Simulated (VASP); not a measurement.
Input of a VASP 6.6.1 run:

File INCAR:

```
SYSTEM = Ga7FeAs8
PREC = Accurate ; ENCUT = 520
EDIFF = 1E-7 ; ISMEAR = 0
SIGMA = 0.05 ; LREAL = Auto
LASPH = .True. ; NELM = 150
ALGO = Normal ; ISIF = 2
LWAVE = .False. ; LCHARG = .True.
ISPIN = 2 ; MAGMOM = 3.72 0.01 0.01 0.01 0.01 0.01 0.01 0 -0.01 -0.01 -0.01 -0.01 -0.01 -0.01 -0.01 -0.01
LORBIT = 11 ; NUPDOWN = 3.75
LMAXMIX = 4 ; LDAU = .True.
LDAUTYPE = 2 ; LDAUL = 2 -1 -1
LDAUU = 4 0 0 ; LDAUJ = 0 0 0
LDAUPRINT = 1 ; GGA = PS
LELF = .True. ; LVHAR = .True.
NBANDS = 88
```

File KPOINTS:

```
Automatic mesh
0
Gamma
  3 3 3
  0 0 0
```

File POSCAR:

```
Ga7FeAs8
1.0
    0.0000000000      5.6537000000      5.6537000000
    5.6537000000      0.0000000000      5.6537000000
    5.6537000000      5.6537000000      0.0000000000
Fe Ga As
1 7 8
Direct
    0.0000000000      1.0000000000      0.0000000000
    0.0006835677      0.0006835677      0.4993164323
    0.0006835677      0.4993164323      0.0006835677
    0.0006835677      0.4993164323      0.4993164323
    0.4993164323      0.0006835677      0.0006835677
    0.4993164323      0.0006835677      0.4993164323
    0.4993164323      0.4993164323      0.0006835677
    0.5000000000      0.5000000000      0.5000000000
    0.1242158626      0.1242158626      0.1242158626
    0.1242158626      0.1242158626      0.6273524122
    0.1242158626      0.6273524122      0.1242158626
    0.1246499955      0.6251166682      0.6251166682
    0.6273524122      0.1242158626      0.1242158626
    0.6251166682      0.1246499955      0.6251166682
    0.6251166682      0.6251166682      0.1246499955
    0.6251166682      0.6251166682      0.6251166682
```

Potentials or basis: VASP PAW PBE potentials, release 64 (Fe, Ga_d, As).

Run with:

```bash
$ cat potpaw_PBE.64/Fe/POTCAR potpaw_PBE.64/Ga_d/POTCAR potpaw_PBE.64/As/POTCAR > POTCAR
$ mpirun -np 1 vasp_std > vasp.out
```

(1) Estimate the pressure.

(2) What does it give for the largest force?

Results:

(1) 0.0 GPa.

(2) 0.243 eV/Å.

Caveat: the PAW data sets were made with another functional, which shifts forces and pressure a little; the total moment is fixed, so each spin has its own Fermi level; a cell with one magnetic atom can't hold antiferromagnetic order, which such compounds often take; the U is typed as a test and isn't derived for this compound.
